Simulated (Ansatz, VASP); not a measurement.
## BN in VASP and in Ansatz

```
B N
1.0
     2.50581    0.00000    0.00000
    -1.25290    2.17009    0.00000
     0.00000    0.00000    4.33398
B N
2 2
Direct
  0.66667 0.33333 0.99980
  0.33333 0.66667 0.49980
  0.66667 0.33333 0.62520
  0.33333 0.66667 0.12520
```

Change from the starting cell: strain -0.015 along x and y, +0.030 along z, atoms carried along.

Alike in both runs: task single point; functional r2SCAN; k mesh 12 × 12 × 6; occupations gaussian, width 0.05 eV; no spin polarisation.

|  | VASP | Ansatz |
| --- | --- | --- |
| version | VASP 6.6.1 | Ansatz 0.2.0 |
| potentials or method | VASP PAW PBE potentials, release 64 (B, N), cutoff 520 eV | scalar-relativistic, plane waves, PAW |
| valence electrons in the cell | 16 | 16 |

```tsv
	VASP	Ansatz	Ansatz less VASP
gap on the k mesh at the Fermi level (eV)	5.54	5.58	+0.032
least direct gap on the mesh (eV)	7.78	7.79	+0.015
pressure (GPa)	2.3	1.2	-1.11
traceless stress, the component that is largest in VASP (GPa)	-29.30	-29.12	+0.184
rms of the force components (eV/Å)	0.051	0.060	+0.0092
```

VASP's potentials were made for PBE, not for r2SCAN. Atom by atom the forces differ by 0.009 eV/Å (rms over components).
